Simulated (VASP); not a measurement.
A run of VASP 6.6.1 is set up as follows.

Contents of INCAR:

```
PREC = Accurate
ENCUT = 520
EDIFF = 1E-6
ISMEAR = 0
SIGMA = 0.05
LREAL = False
LASPH = True
NELM = 80
ALGO = Normal
ISIF = 2
LWAVE = False
LCHARG = True
GGA = PE
LELF = True
LVHAR = True
NBANDS = 11
```

KPOINTS

```
Automatic mesh
0
Gamma
  12 12 12
```

The input POSCAR:

```
BN
1.0
    0.0000000000      1.8673910300      1.7858059850
    1.8673910300      0.0000000000      1.7858059850
    1.8673910300      1.8673910300      0.0000000000
B N
1 1
Direct
    0.0000000000      0.0000000000      0.0000000000
    0.7500000000      0.7500000000      0.7500000000
```

Potentials or basis: VASP PAW PBE potentials, release 64 (B, N).

Run with:

```sh
$ cat potpaw_PBE.64/B/POTCAR potpaw_PBE.64/N/POTCAR > POTCAR
$ mpirun -np 1 vasp_std > vasp.out
```

**Question.** What does it give for the band gap on the k mesh?

**Answer.** 3.67 eV, indirect (least direct gap 8.11 eV).

**Question.** Estimate the pressure.

**Answer.** -15.3 GPa.

Stress tensor (GPa, compression positive):
```
-23.50   0.00   0.00
  0.00 -23.50   0.00
  0.00   0.00   1.05
```

Caveat: the cell differs from its parent crystal (strain +0.030 along x and y, -0.015 along z). A k mesh can miss the band edges.
